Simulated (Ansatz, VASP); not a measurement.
Te2Mo: VASP beside Ansatz

```
Te Mo
1.0
     3.56126    0.00000    0.00000
    -1.78063    3.08414    0.00000
     0.00000    0.00000   17.52380
Te Mo
2 1
Cartesian
  0.0000 2.0561 15.7348
  0.0000 2.0561 1.7890
  0.0000 0.0000 0.0900
```

Alike in both runs: task single point; functional r2SCAN; k mesh 12 × 12 × 2; occupations gaussian, width 0.05 eV; no spin polarisation.

|  | VASP | Ansatz |
| --- | --- | --- |
| version | VASP 6.6.1 | Ansatz 0.2.0 |
| potentials or method | VASP PAW PBE potentials, release 64 (Te, Mo_sv), cutoff 520 eV | scalar-relativistic, plane waves, PAW |
| valence electrons in the cell | 26 | 46 |

Ansatz gave:

| Item | Value |
| --- | --- |
| gap on the k mesh at the Fermi level (eV) | 1.13 |
| least direct gap on the mesh (eV) | 1.13 |
| rms of the force components (eV/Å) | 0.809 |

Problem. Estimate VASP's values.

Solution. gap on the k mesh at the Fermi level (eV): 1.13; least direct gap on the mesh (eV): 1.13; rms of the force components (eV/Å): 0.813.

VASP's potentials were made for PBE, not for r2SCAN. Atom by atom the forces differ by 0.013 eV/Å (rms over components). VASP's potentials hold 26 valence electrons a cell and Ansatz's 46, so a difference there can come from the potentials and not from the codes.

Spin-orbit coupling is off throughout.
